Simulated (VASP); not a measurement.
# Li2H (P-6m2) in VASP: a series of runs

The runs below take Li2H through single point, relaxation of cell and atoms, with PBE.

All numbers are computed with VASP 6.6.1; they aren't measurements. Logs are shortened: lines on timing, memory, paths and dates and some standing lists are left out, and cuts for length are marked.

## 1. The cell of the first run

The structure is hexagonal, space group P-6m2 (No. 187). The conventional cell has a = 2.798 Å, b = 2.798 Å, c = 5.210 Å, α = 90.00°, β = 90.00°, γ = 120.00°. Within 2.7 Å of Li (site symmetry 3m) lie 3 H at 2.04 Å and 1 Li at 2.50 Å. H (site symmetry -6m2) has 6 Li at 2.04 Å within 2.7 Å.

## 2. Single point, PBE

Input file INCAR:

```
SYSTEM = Li2H
PREC = Accurate
ENCUT = 520
EDIFF = 1E-6
ISMEAR = 0
SIGMA = 0.1
LREAL = .False.
LASPH = .True.
NELM = 100
ALGO = Normal
ISIF = 2
LWAVE = .False.
LCHARG = .False.
GGA = PE
NBANDS = 10
```

Input file KPOINTS:

```
regular mesh
0
Gamma
  18 18 10
  0 0 0
```

Input file POSCAR:

```
Li2H
1.0
    2.7979305421      0.0000000000      0.0000000000
   -1.3989652711      2.4230789275      0.0000000000
    0.0000000000      0.0000000000      5.2104406837
Li H
2 1
Direct
    0.0000000000      0.0000000000      0.7603724450
    0.0000000000      0.0000000000      0.2396275550
    0.3333333333      0.6666666667      0.0000000000
```

Potentials or basis: VASP PAW PBE potentials, release 64 (Li_sv, H).

Started as:

```bash
$ cat potpaw_PBE.64/Li_sv/POTCAR potpaw_PBE.64/H/POTCAR > POTCAR
$ mpirun -np 1 vasp_std > vasp.out
```

OUTCAR:

```text
SYSTEM = Li2H
   PREC = Accurate
   ENCUT = 520
   EDIFF = 1E-6
   ISMEAR = 0
   LREAL = .False.
   LASPH = .True.
   NELM = 100
   ISIF = 2
   GGA = PE

 ion  position               nearest neighbor table
   1  0.000  0.000  0.760-   2 2.50
   2  0.000  0.000  0.240-   1 2.50
   3  0.333  0.667  0.000-

  LATTYP: Found a hexagonal cell.
 ALAT       =     2.7979305421
 C/A-ratio  =     1.8622480456

  Lattice vectors:

 A1 = (   2.7979305421,   0.0000000000,   0.0000000000)
 A2 = (  -1.3989652711,   2.4230789275,   0.0000000000)
 A3 = (   0.0000000000,   0.0000000000,   5.2104406837)

Analysis of symmetry for initial positions (statically):
=====================================================================
 Subroutine PRICEL returns:
 Original cell was already a primitive cell.

 Routine SETGRP: Setting up the symmetry group for a
 hexagonal supercell.

 Subroutine GETGRP returns: Found 12 space group operations
 (whereof 12 operations were pure point group operations)
 out of a pool of 24 trial point group operations.

The static configuration has the point symmetry D_3h.

Analysis of symmetry for dynamics (positions and initial velocities):
=====================================================================
 Subroutine PRICEL returns:
 Original cell was already a primitive cell.

 Routine SETGRP: Setting up the symmetry group for a
 hexagonal supercell.

 Subroutine GETGRP returns: Found 12 space group operations
 (whereof 12 operations were pure point group operations)
 out of a pool of 24 trial point group operations.

The dynamic configuration has the point symmetry D_3h.

 Subroutine INISYM returns: Found 12 space group operations
 (whereof 12 operations are pure point group operations),
 and found     1 'primitive' translations

----------------------------------------------------------------------------------------

                                     Primitive cell

  volume of cell :      35.3247

  direct lattice vectors                    reciprocal lattice vectors
     2.797930542  0.000000000  0.000000000     0.357407014  0.206349036  0.000000000
    -1.398965271  2.423078928  0.000000000     0.000000000  0.412698071  0.000000000
     0.000000000  0.000000000  5.210440684     0.000000000  0.000000000  0.191922346

  length of vectors
     2.797930542  2.797930542  5.210440684     0.412698071  0.412698071  0.191922346

  position of ions in fractional coordinates (direct lattice)
     0.000000000  0.000000000  0.760372445
     0.000000000  0.000000000  0.239627555
     0.333333333  0.666666667  0.000000000

  ion indices of the primitive-cell ions
   primitive index   ion index
                 1           1
                 2           2
                 3           3

----------------------------------------------------------------------------------------

 KPOINTS: regular mesh

Automatic generation of k-mesh.
 Grid dimensions read from file:
 generate k-points for:   18   18   10

 Generating k-lattice:

  Cartesian coordinates                     Fractional coordinates (reciprocal lattice)
     0.019855945  0.011463835  0.000000000     0.055555556  0.000000000  0.000000000
     0.000000000  0.022927671  0.000000000     0.000000000  0.055555556  0.000000000
     0.000000000  0.000000000  0.019192235     0.000000000  0.000000000  0.100000000

  Length of vectors
     0.022927671  0.022927671  0.019192235

  Shift w.r.t. Gamma in fractional coordinates (k-lattice)
     0.000000000  0.000000000  0.000000000

 Subroutine IBZKPT returns following result:
 ===========================================

 Found    222 irreducible k-points:

 Following reciprocal coordinates:
            Coordinates               Weight
  0.000000  0.000000  0.000000      1.000000
  0.055556 -0.000000  0.000000      6.000000
  0.111111 -0.000000  0.000000      6.000000
  0.166667 -0.000000  0.000000      6.000000
  0.222222 -0.000000  0.000000      6.000000
  0.277778 -0.000000  0.000000      6.000000
[... 16 lines left out ...]
  0.333333  0.111111  0.000000     12.000000
  0.388889  0.111111  0.000000     12.000000
 [... further k-points ...]
   k-points           NKPTS =    222   k-points in BZ     NKDIM =    222   number of bands    NBANDS=     10
   number of dos      NEDOS =    301   number of ions     NIONS =      3
   total plane-waves  NPLWV =  23040
   dimension x,y,z NGX =    24 NGY =   24 NGZ =   40
   dimension x,y,z NGXF=    48 NGYF=   48 NGZF=   80
   ions per type =               2   1
   NGX,Y,Z   is equivalent  to a cutoff of  14.26, 14.26, 12.76 a.u.
   NGXF,Y,Z  is equivalent  to a cutoff of  28.52, 28.52, 25.53 a.u.
 SYSTEM =  Li2H
   PREC   = accura    normal or accurate (medium, high low for compatibility)
   ISTART =      0    job   : 0-new  1-cont  2-samecut
   ICHARG =      2    charge: 1-file 2-atom 10-const
   ISPIN  =      1    spin polarized calculation?
   LNONCOLLINEAR =      F non collinear calculations
   LSORBIT =      F    spin-orbit coupling
   LASPH  =      T    aspherical Exc in radial PAW
   ENCUT  =  520.0 eV  38.22 Ry    6.18 a.u.   5.20  5.20  9.69*2*pi/ulx,y,z
   NELM   =    100;   NELMIN=  2; NELMDL= -5     # of ELM steps
   EDIFF  = 0.1E-05   stopping-criterion for ELM
   LREAL  =      F    real-space projection
   EDIFFG = 0.1E-04   stopping-criterion for IOM
   NSW    =      0    number of steps for IOM
   IBRION =     -1    ionic relax: 0-MD 1-quasi-New 2-CG
   NFREE  =      0    steps in history (QN), initial steepest desc. (CG)
   ISIF   =      2    stress and relaxation
   ISYM   =      2    0-nonsym 1-usesym 2-fastsym
   POTIM  = 0.5000    time-step for ionic-motion
   TEBEG  =    0.0;   TEEND  =   0.0 temperature during run
   PSTRESS=    0.0 pullay stress
   NELECT =       7.0000    total number of electrons
   NUPDOWN=      -1.0000    fix difference up-down
   EMIN   =  10.00;   EMAX   =-10.00  energy-range for DOS
   EFERMI =   0.00;   METHOD = LEGACY
   ISMEAR =     0;   SIGMA  =   0.10  broadening in eV -4-tet -1-fermi 0-gaus
   EFERMI_NEDOS =   21; number of points for ismear=-14 and -15
   IALGO  =     38    algorithm
   IMIX   =      4    mixing-type and parameters
     AMIX     =   0.40;   BMIX     =  1.00
     AMIX_MAG =   1.60;   BMIX_MAG =  1.00
  volume/ion in A,a.u.               =      11.77        79.46
  Fermi-wavevector in a.u.,A,eV,Ry     =   0.954438  1.803627 12.394261  0.910952
  Thomas-Fermi vector in A             =   2.083185
   LORBIT       =      0    0 simple, 1 ext, 2 COOP (PROOUT), +10 PAW based schemes
   GGA     = PE    functional components
   LHFCALC =     F    Hartree Fock is set to
   AEXX    =    0.0000 exact exchange contribution
   IVDW    =     0    specifies the selected vdW correction
   LEPSILON=     F    determine dielectric tensor
   LRPA    =     F    only Hartree local field effects (RPA)
 non-spin polarized calculation
 Gauss-broadening in eV      SIGMA  =   0.10
  energy-cutoff  :      520.00
  volume of cell :       35.32
 maximum number of plane-waves:       964
 NGX is ok and might be reduce to    24
   NGX = 11   NGY = 11   NGZ = 19

 number of electron       6.9999997 magnetization

 Free energy of the ion-electron system (eV)
  ---------------------------------------------------
  ext. energy  EPLUGINS =         0.00000000
  ---------------------------------------------------
  free energy    TOTEN  =        -7.73982204 eV

  energy without entropy =       -7.73758175  energy(sigma->0) =       -7.73870190

 E-fermi :   1.9051     XC(G=0):  -7.8011

 val. band max:        1.9021242614   @ k =   0.3889  -0.0000   0.3000
 cond. band min:       1.9258942446   @ k =   0.2222   0.2222   0.3000
 fundamental gap:      0.0237699831
 Fermi energy:         1.9050926727

 k-point     1 :       0.0000    0.0000    0.0000
  band No.  band energies     occupation
      1     -45.1573      2.00000
      2     -45.1183      2.00000
      3      -5.3872      2.00000
      4      -0.4007      2.00000
      5       3.4566      0.00000
      6      13.7112      0.00000
      7      14.1325      0.00000
      8      15.9307      0.00000
      9      15.9308      0.00000
     10      17.5125      0.00000

 k-point     2 :       0.0556   -0.0000    0.0000
  band No.  band energies     occupation
      1     -45.1563      2.00000
      2     -45.1174      2.00000
      3      -5.3318      2.00000
      4      -0.3302      2.00000
      5       3.4850      0.00000
      6      13.3335      0.00000
      7      14.2032      0.00000
      8      15.1901      0.00000
      9      15.5552      0.00000
     10      17.8779      0.00000

 k-point     3 :       0.1111   -0.0000    0.0000
  band No.  band energies     occupation
      1     -45.1533      2.00000
      2     -45.1149      2.00000
      3      -5.1668      2.00000
      4      -0.1195      2.00000
      5       3.5692      0.00000
      6      12.1266      0.00000
      7      14.3043      0.00000
      8      14.4134      0.00000
      9      14.7713      0.00000
     10      18.0530      0.00000

 k-point     4 :       0.1667   -0.0000    0.0000
  band No.  band energies     occupation
      1     -45.1487      2.00000
      2     -45.1107      2.00000
      3      -4.8957      2.00000
      4       0.2303      2.00000
      5       3.7119      0.00000
      6      10.4756      0.00000
      7      13.5844      0.00000
      8      13.9345      0.00000
      9      14.7524      0.00000
     10      16.8570      0.00000

 k-point     5 :       0.2222   -0.0000    0.0000
  band No.  band energies     occupation
      1     -45.1431      2.00000
      2     -45.1057      2.00000
      3      -4.5255      2.00000
      4       0.7157      2.00000
      5       3.9118      0.00000
      6       8.7873      0.00000
      7      12.7064      0.00000
      8      13.1712      0.00000
      9      15.0513      0.00000
     10      15.6225      0.00000

 k-point     6 :       0.2778   -0.0000    0.0000
  band No.  band energies     occupation
      1     -45.1371      2.00000
      2     -45.1003      2.00000
      3      -4.0701      2.00000
      4       1.3266      2.00000
      5       4.1637      0.00000
      6       7.2164      0.00000
      7      11.4980      0.00000
      8      12.5246      0.00000
      9      13.9786      0.00000
     10      15.1414      0.00000
[... 183 lines left out ...]
 k-point    21 :       0.2222    0.1111    0.0000
  band No.  band energies     occupation
      1     -45.1353      2.00000
      2     -45.0987      2.00000
      3      -3.9170      2.00000
      4       1.5309      2.00000
      5       4.2747      0.00000
      6       7.0979      0.00000
      7      10.4546      0.00000
      8      12.0306      0.00000
      9      13.2348      0.00000
     10      15.5508      0.00000

 k-point    22 :       0.2778    0.1111    0.0000
  band No.  band energies     occupation
      1     -45.1300      2.00000
      2     -45.0939      2.00000
      3      -3.4075      2.00000
      4       2.2283      0.00000
      5       4.5869      0.00000
      6       5.8235      0.00000
      7       9.7315      0.00000
      8      10.7947      0.00000
      9      12.0518      0.00000
     10      14.8258      0.00000

 k-point    23 :       0.3333    0.1111    0.0000
  band No.  band energies     occupation
      1     -45.1256      2.00000
      2     -45.0901      2.00000
      3      -2.8930      2.00000
      4       2.8668      0.00000
      5       4.9110      0.00000
      6       4.9537      0.00000
      7       8.6149      0.00000
      8      10.0901      0.00000
      9      11.0798      0.00000
     10      14.3584      0.00000

 k-point    24 :       0.3889    0.1111    0.0000
  band No.  band energies     occupation
      1     -45.1228      2.00000
      2     -45.0875      2.00000
      3      -2.4758      2.00000
      4       3.0028      0.00000
      5       5.0286      0.00000
      6       5.1770      0.00000
      7       7.3216      0.00000
      8       9.8042      0.00000
      9      10.4166      0.00000
     10      14.0929      0.00000

 [... further k-points ...]

------------------------ aborting loop because EDIFF is reached ----------------------------------------

  FORCE on cell =-STRESS in cart. coord.  units (eV):
  Direction    XX          YY          ZZ          XY          YZ          ZX
  --------------------------------------------------------------------------------------
  -------------------------------------------------------------------------------------
  Total       -0.0351090     -0.0351090     -0.0398135      0.0000000      0.0000000      0.0000000
  in kB       -1.5923939     -1.5923939     -1.8057669      0.0000000      0.0000000      0.0000000
  external PRESSURE =      -1.6635182 kB  Pullay stress =       0.0000000 kB

 VOLUME and BASIS-vectors are now :
 -----------------------------------------------------------------------------
  energy-cutoff  :      520.00
  volume of cell :       35.32
      direct lattice vectors                 reciprocal lattice vectors
     2.797930542  0.000000000  0.000000000     0.357407014  0.206349036  0.000000000
    -1.398965271  2.423078928  0.000000000     0.000000000  0.412698071  0.000000000
     0.000000000  0.000000000  5.210440684     0.000000000  0.000000000  0.191922346

 POSITION                                       TOTAL-FORCE (eV/Angst)
 -----------------------------------------------------------------------------------
      0.00000      0.00000      3.96188         0.000000      0.000000      0.002036
      0.00000      0.00000      1.24857         0.000000      0.000000     -0.002036
     -0.00000      1.61539      0.00000        -0.000000     -0.000000      0.000000
 -----------------------------------------------------------------------------------
    total drift:                                0.000000     -0.000000     -0.000000

  FREE ENERGIE OF THE ION-ELECTRON SYSTEM (eV)
  ---------------------------------------------------
  free  energy   TOTEN  =        -7.7398220441 eV

  energy  without entropy=       -7.7375817502  energy(sigma->0) =       -7.73870190
```

It took 43 s on 1 thread of Intel Xeon Platinum 8259CL at 2.50GHz (Skylake/Cascade Lake), shared host; peak memory 0.2 GiB.

Results:

| Quantity | Value |
| --- | --- |
| Free energy | -7.7398 eV |

Forces in eV/Å, atoms in the order of the input:
```
Li   0.000  0.000  0.002
Li   0.000  0.000 -0.002
H    0.000  0.000  0.000
```

Caveat: the cutoff is under 1.25 times the usual one of these potentials, so pressure, stress and relaxed cells hold a basis-set (Pulay) error.

(Continued in part 2 of 2.)
